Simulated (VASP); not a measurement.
# NaCl (F-43m) in VASP: elastic constants with PBE

Aim: the elastic constants of NaCl with PBE.

Everything below comes from runs of VASP 6.6.1. Logs are shortened: lines on timing, memory, paths and dates and some standing lists are left out, and cuts for length are marked.

## 1. The cell of the first run

The structure is cubic, space group F-43m (No. 216). The conventional cell has a = 6.254 Å, b = 6.254 Å, c = 6.254 Å, α = 90.00°, β = 90.00°, γ = 90.00°. Na (site symmetry -43m) has 4 Cl at 2.71 Å within 3.6 Å. Cl (site symmetry -43m) has 4 Na at 2.71 Å within 3.6 Å.

## 2. Elastic constants, PBE

Contents of INCAR:

```
SYSTEM = NaCl
  PREC = Accurate
  ENCUT = 600
  EDIFF = 1E-8
  ISMEAR = 0
  SIGMA = 0.01
  LREAL = .False.
  LASPH = .True.
  NELM = 80
  ALGO = Normal
  ISIF = 3
  LWAVE = .False.
  LCHARG = .False.
  GGA = PE
  IBRION = 6
  NFREE = 2
  POTIM = 0.015
  NSW = 1
```

Contents of KPOINTS:

```
Automatic mesh
0
Gamma
  8 8 8
  0 0 0
```

Contents of POSCAR:

```
NaCl
1.0
    0.0000000000      3.1272075937      3.1272075937
    3.1272075937      0.0000000000      3.1272075937
    3.1272075937      3.1272075937      0.0000000000
Na Cl
1 1
Direct
    0.7500000000      0.7500000000      0.7500000000
    0.5000000000      0.5000000000      0.5000000000
```

Potentials or basis: VASP PAW PBE potentials, release 64 (Na_pv, Cl).

Command:

```sh
$ cat potpaw_PBE.64/Na_pv/POTCAR potpaw_PBE.64/Cl/POTCAR > POTCAR
$ mpirun -np 1 vasp_std > vasp.out
```

OUTCAR:

```text
SYSTEM = NaCl
   PREC = Accurate
   ENCUT = 600
   EDIFF = 1E-8
   ISMEAR = 0
   LREAL = .False.
   LASPH = .True.
   NELM = 80
   ISIF = 3
   GGA = PE
   IBRION = 6
   NFREE = 2
   POTIM = 0.015
   NSW = 1

 ion  position               nearest neighbor table
   1  0.750  0.750  0.750-   2 2.71   2 2.71   2 2.71   2 2.71
   2  0.500  0.500  0.500-   1 2.71   1 2.71   1 2.71   1 2.71

  LATTYP: Found a face centered cubic cell.
 ALAT       =     6.2544151874

  Lattice vectors:

 A1 = (   0.0000000000,   3.1272075937,   3.1272075937)
 A2 = (   3.1272075937,   0.0000000000,   3.1272075937)
 A3 = (   3.1272075937,   3.1272075937,   0.0000000000)

Analysis of symmetry for initial positions (statically):
=====================================================================
 Subroutine PRICEL returns:
 Original cell was already a primitive cell.

 Routine SETGRP: Setting up the symmetry group for a
 face centered cubic supercell.

 Subroutine GETGRP returns: Found 24 space group operations
 (whereof 24 operations were pure point group operations)
 out of a pool of 48 trial point group operations.

The static configuration has the point symmetry T_d .

Analysis of symmetry for dynamics (positions and initial velocities):
=====================================================================
 Subroutine PRICEL returns:
 Original cell was already a primitive cell.

 Routine SETGRP: Setting up the symmetry group for a
 face centered cubic supercell.

 Subroutine GETGRP returns: Found 24 space group operations
 (whereof 24 operations were pure point group operations)
 out of a pool of 48 trial point group operations.

The dynamic configuration has the point symmetry T_d .

[... 668 lines left out ...]
 k-point    24 :      -0.3750    0.2500    0.1250
  band No.  band energies     occupation
      1     -23.2544      2.00000
      2     -23.2468      2.00000
      3     -23.2446      2.00000
      4     -14.4735      2.00000
      5      -3.3904      2.00000
      6      -2.9090      2.00000
      7      -2.7132      2.00000
      8       5.6703      0.00000
      9       5.7661      0.00000
     10       7.4644      0.00000
     11       8.5227      0.00000

 [... further k-points ...]

------------------------ aborting loop because EDIFF is reached ----------------------------------------

  FORCE on cell =-STRESS in cart. coord.  units (eV):
  Direction    XX          YY          ZZ          XY          YZ          ZX
  --------------------------------------------------------------------------------------
  -------------------------------------------------------------------------------------
  Total        0.0045905      0.0053352      0.0053352      0.0000000     -0.0363667      0.0000000
  in kB        0.1202469      0.1397537      0.1397537      0.0000000     -0.9526091      0.0000000
  external PRESSURE =       0.1332514 kB  Pullay stress =       0.0000000 kB
[... 17 lines left out ...]
  FREE ENERGIE OF THE ION-ELECTRON SYSTEM (eV)
  ---------------------------------------------------
  free  energy   TOTEN  =        -6.6430579358 eV

  energy  without entropy=       -6.6430579358  energy(sigma->0) =       -6.64305794

 INTERNAL STRAIN TENSORS FROM STRAINED CELLS
 ============================================

 INTERNAL STRAIN TENSOR FOR ION    1 for displacements in x,y,z  (eV/Angst):
          X           Y           Z          XY          YZ          ZX
  --------------------------------------------------------------------------------
  x     0.00000     0.00000    -0.00000     0.00000    -2.42174    -0.00000
  y     0.00000    -0.00000    -0.00000     0.00000    -0.00000    -2.41868
  z     0.00000     0.00000    -0.00000    -2.42250    -0.00000     0.00000

 INTERNAL STRAIN TENSORS FROM DISPLACED ATOMS
 ============================================

 INTERNAL STRAIN TENSOR FOR ION    1 for displacements in x,y,z  (eV/Angst):
          X           Y           Z          XY          YZ          ZX
  --------------------------------------------------------------------------------
  x     0.00000     0.00000     0.00000     0.00000    -2.41844     0.00000
  y     0.00000     0.00000     0.00000     0.00000     0.00000    -2.41844
  z     0.00000     0.00000     0.00000    -2.41844     0.00000     0.00000

 INTERNAL STRAIN TENSOR FOR ION    2 for displacements in x,y,z  (eV/Angst):
          X           Y           Z          XY          YZ          ZX
  --------------------------------------------------------------------------------
  x    -0.00000     0.00000     0.00000     0.00000     2.42499     0.00000
  y    -0.00000    -0.00000    -0.00000     0.00000     0.00000     2.42499
  z     0.00000     0.00000    -0.00000     2.42499     0.00000     0.00000

 Eigenvectors and eigenvalues of the dynamical matrix
 ----------------------------------------------------

   1 f  =    5.582377 THz    35.075107 2PiTHz  186.208042 cm-1    23.086844 meV
             X         Y         Z           dx          dy          dz
      4.690811  4.690811  4.690811     0.559169    0.543390    0.000000
      3.127208  3.127208  3.127208    -0.449041   -0.436370    0.000000
[... 21 lines left out ...]
   6 f/i=    0.007532 THz     0.047326 2PiTHz    0.251244 cm-1     0.031150 meV
             X         Y         Z           dx          dy          dz
      4.690811  4.690811  4.690811    -0.160942    0.412464    0.442750
      3.127208  3.127208  3.127208    -0.200413    0.513622    0.551335

--------------------------------------------------------------------------------------------------------

 ELASTIC MODULI CONTR FROM IONIC RELAXATION (kBar)
 Direction    XX          YY          ZZ          XY          YZ          ZX
 --------------------------------------------------------------------------------
 XX          -0.0000      0.0000      0.0000     -0.0000      0.0000      0.0000
 YY           0.0000     -0.0000     -0.0000     -0.0000     -0.0000      0.0000
 ZZ           0.0000     -0.0000     -0.0000      0.0000     -0.0000      0.0000
 XY          -0.0000     -0.0000      0.0000    -86.4397      0.0000      0.0000
 YZ           0.0000     -0.0000     -0.0000      0.0000    -86.4397      0.0000
 ZX           0.0000      0.0000      0.0000      0.0000      0.0000    -86.4397
 --------------------------------------------------------------------------------

 TOTAL ELASTIC MODULI (kBar)
 Direction    XX          YY          ZZ          XY          YZ          ZX
 --------------------------------------------------------------------------------
 XX         187.2944    159.9620    159.9620     -0.0000      0.0000      0.0000
 YY         159.9620    187.2944    159.9620     -0.0000     -0.0000      0.0000
 ZZ         159.9620    159.9620    187.2944      0.0000     -0.0000      0.0000
 XY          -0.0000     -0.0000      0.0000     61.3687      0.0000      0.0000
 YZ           0.0000     -0.0000     -0.0000      0.0000     61.3687      0.0000
 ZX           0.0000      0.0000      0.0000      0.0000      0.0000     61.3687
 --------------------------------------------------------------------------------
```

OSZICAR:

```text
N       E                     dE             d eps       ncg     rms          rms(c)
DAV:   1     0.966000735920E+02    0.96600E+02   -0.75238E+03   638   0.131E+03
DAV:   2     0.380429854072E+01   -0.92796E+02   -0.86351E+02   759   0.256E+02
DAV:   3    -0.668586735803E+01   -0.10490E+02   -0.10423E+02   776   0.865E+01
[... 214 lines left out ...]
DAV:   7    -0.664305942124E+01    0.28702E-05   -0.51957E-05  2177   0.439E-02    0.273E-02
DAV:   8    -0.664305875964E+01    0.66160E-06   -0.56715E-06  2171   0.182E-02    0.270E-02
DAV:   9    -0.664305792999E+01    0.82964E-06   -0.22201E-06  2402   0.931E-03    0.124E-02
DAV:  10    -0.664305793537E+01   -0.53719E-08   -0.61509E-07  2333   0.489E-03    0.435E-03
DAV:  11    -0.664305793575E+01   -0.38722E-09   -0.22090E-08  2057   0.111E-03
  17 F= -.66430579E+01 E0= -.66430579E+01  d E =-.107710E-20
```

Wall time 5.3 min (1 thread of Intel Xeon 6975P-C (Granite Rapids), shared host); peak memory 0.35 GiB.

What came out:

- Elastic constants C11, C12, C44: 19, 16, 6 GPa
- Voigt bulk modulus: 17 GPa
- Highest phonon frequency at Γ, LO-TO splitting left out: 186 cm⁻¹

Phonon frequencies in cm⁻¹ (negative: imaginary):
```tsv
q point	frequencies
(0.000, 0.000, 0.000)	0 0 0 186 186 186
```

Elastic tensor in Voigt notation (GPa, in the Cartesian axes of the cell as first typed):
```
19 16 16  0  0  0
16 19 16  0  0  0
16 16 19  0  0  0
 0  0  0  6  0  0
 0  0  0  0  6  0
 0  0  0  0  0  6
```

Clamped-ion elastic tensor (GPa):
```
19 16 16  0  0  0
16 19 16  0  0  0
16 16 19  0  0  0
 0  0  0 15  0  0
 0  0  0  0 15  0
 0  0  0  0  0 15
```
